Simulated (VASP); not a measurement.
Input of a VASP 6.6.1 run:

INCAR

```
SYSTEM = InPd
PREC = Accurate
ENCUT = 520
EDIFF = 1E-8
ISMEAR = -1
SIGMA = 0.03
LREAL = .False.
LASPH = .True.
NELM = 80
ALGO = Normal
ISIF = 2
LWAVE = .False.
LCHARG = .False.
LEFG = .True.
NBANDS = 18
```

File KPOINTS:

```
Automatic mesh
0
Gamma
  13 13 13
  0 0 0
```

POSCAR

```
InPd
1.0
    3.2388331791      0.0000000000      0.0000000000
    0.0000000000      3.2388331791      0.0000000000
    0.0000000000      0.0000000000      3.2388331791
In Pd
1 1
Direct
    0.0000000000      0.0000000000      0.0000000000
    0.5000000000      0.5000000000      0.5000000000
```

Potentials or basis: VASP PAW LDA potentials, release 64 (In_d, Pd).

The run is started by

```bash
$ cat potpaw_LDA.64/In_d/POTCAR potpaw_LDA.64/Pd/POTCAR > POTCAR
$ mpirun -np 1 vasp_std > vasp.out
```

Question: Estimate the pressure.

Answer: -2.8 GPa.

Caveat: without QUAD_EFG the Cq values of the log hold for a quadrupole moment of 1 mb, not for the nuclei.
